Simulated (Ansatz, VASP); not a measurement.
WSe2 in VASP and in Ansatz

```
CELL_PARAMETERS angstrom
3.27892 0.00000 0.00000
-1.63946 2.83963 0.00000
0.00000 0.00000 12.78822
ATOMIC_POSITIONS crystal
W 0.33333 0.66667 0.25000
W 0.66667 0.33333 0.75000
Se 0.33333 0.66667 0.61829
Se 0.66667 0.33333 0.11829
Se 0.33333 0.66667 0.88171
Se 0.66667 0.33333 0.38171
```

Alike in both runs: functional PBE; dispersion D3(BJ); k mesh 9 × 9 × 2; occupations gaussian, width 0.02 eV; no spin polarisation.

Ansatz relaxed the structure, and its values are those at the end. VASP's run is a single point on that final structure, the one shown.

|  | VASP | Ansatz |
| --- | --- | --- |
| version | VASP 6.6.1 | Ansatz 0.2.0 |
| potentials or method | VASP PAW PBE potentials, release 64 (W_sv, Se), cutoff 520 eV | scalar-relativistic, plane waves, PAW |
| valence electrons in the cell | 52 | 92 |

|  | VASP | Ansatz | Ansatz less VASP |
| --- | --- | --- | --- |
| gap on the k mesh at the Fermi level (eV) | 0.99 | 1.00 | +0.005 |
| least direct gap on the mesh (eV) | 1.56 | 1.57 | +0.003 |
| pressure (GPa) | 0.3 | 0.0 | -0.34 |
| rms of the force components (eV/Å) | 0.023 | 0.001 | -0.0219 |

VASP's potentials hold 52 valence electrons a cell and Ansatz's 92, so a difference there can come from the potentials and not from the codes.

Spin-orbit coupling is off throughout.
